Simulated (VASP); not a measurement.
Runs of VASP 6.6.1 on AlN. The structure is that of space group P6_3/mmc (No. 194), or close to it. The cells are those of the table. 

```csv
cell,gap on the mesh (eV),pressure (GPa)
"a = 3.341, b = 3.341, c = 3.934 Å, angles 90.0, 90.0, 120.0°, 4 atoms",3.69,6.3
"a = 3.262, b = 3.262, c = 3.976 Å, angles 90.0, 90.0, 120.0°, 4 atoms",3.86,15.5
"a = 3.242, b = 3.242, c = 4.307 Å, angles 90.0, 90.0, 120.0°, 4 atoms",3.18,1.9
"a = 3.282, b = 3.282, c = 4.058 Å, angles 90.0, 90.0, 120.0°, 4 atoms",3.60,7.1
"a = 3.203, b = 3.202, c = 3.976 Å, angles 90.0, 90.0, 120.0°, 4 atoms",(a),(b)
"a = 3.262, b = 3.262, c = 4.183 Å, angles 90.0, 90.0, 120.0°, 4 atoms",3.39,3.8
"a = 3.381, b = 3.381, c = 4.266 Å, angles 90.0, 90.0, 120.0°, 4 atoms",2.75,-14.2
"a = 3.282, b = 3.282, c = 4.017 Å, angles 90.0, 90.0, 120.0°, 4 atoms",3.70,9.5
"a = 3.203, b = 3.202, c = 4.348 Å, angles 90.0, 90.0, 120.0°, 4 atoms",3.27,(c)
"a = 3.341, b = 3.341, c = 4.017 Å, angles 90.0, 90.0, 120.0°, 4 atoms",3.50,1.1
"a = 3.282, b = 3.282, c = 4.266 Å, angles 90.0, 90.0, 120.0°, 4 atoms",3.12,-2.5
"a = 3.321, b = 3.321, c = 3.934 Å, angles 90.0, 90.0, 120.0°, 4 atoms",3.75,(d)
```

Alike in all rows: task single point; level PBEsol; potentials or basis VASP PAW PBE potentials, release 64 (Al, N); no spin polarisation; k mesh 9 × 9 × 6; cutoff (eV) 520; smearing gaussian 0.05 eV.

Question: Fill in the values left out.

Answer: (a) 4.08; (b) 26.5; (c) 6.9; (d) 9.0.

Caveats: the PAW data sets were made with another functional, which shifts forces and pressure a little.

A k mesh can miss the band edges.
